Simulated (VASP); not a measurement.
Set up this calculation in VASP 6.6.1, as the native input.

| Property | Result |
| --- | --- |
| Task | single point |
| Functional | PBEsol |
| Potentials or basis | VASP PAW PBE potentials, release 64 (Eu) |
| Cutoff | 520 eV |
| k mesh | 8 × 8 × 8 |
| Occupations | fermi-dirac, width 0.05 eV |
| Spin | collinear spin, ferromagnetic start |
| Starting moments | [8.5] μB |
| Dipole correction | no |
| Further INCAR settings | ALGO = Fast; EDIFF = 1e-06; NBANDS = 18 |

The structure of Eu lies in POSCAR:

```
Eu
1.0
   -2.3030000000      2.3030000000      2.3030000000
    2.3030000000     -2.3030000000      2.3030000000
    2.3030000000      2.3030000000     -2.3030000000
Eu
1
Direct
    0.0000000000      0.0000000000      0.0000000000
```

These files were run (other wordings do the same):

INCAR

```
SYSTEM = Eu
  PREC = Accurate
  ENCUT = 520
  EDIFF = 1E-6
  ISMEAR = -1
  SIGMA = 0.05
  LREAL = .FALSE.
  LASPH = .TRUE.
  NELM = 150
  ALGO = Fast
  ISIF = 2
  LWAVE = .FALSE.
  LCHARG = .FALSE.
  ISPIN = 2
  MAGMOM = 8.5
  LORBIT = 11
  LMAXMIX = 6
  GGA = PS
  NBANDS = 18
```

KPOINTS

```
Automatic mesh
0
G
  8 8 8
  0 0 0
```

Potentials or basis: VASP PAW PBE potentials, release 64 (Eu).

The run is started by

```bash
$ cat potpaw_PBE.64/Eu/POTCAR > POTCAR
$ mpirun -np 1 vasp_std > vasp.out
```

It gave:

```
Pressure                                              : -2.9 GPa
Net moment                                            : 7.37 μB per cell
Site moments                                          : Eu +6.71 μB
Valence electrons inside the program's atomic spheres : Eu 14.68
```

Caveat: the PAW data sets were made with another functional, which shifts forces and pressure a little.

It took 120 s on 1 thread of Intel(R) Xeon(R) Platinum 8488C (Sapphire Rapids) (shared host), peak memory 0.22 GiB.
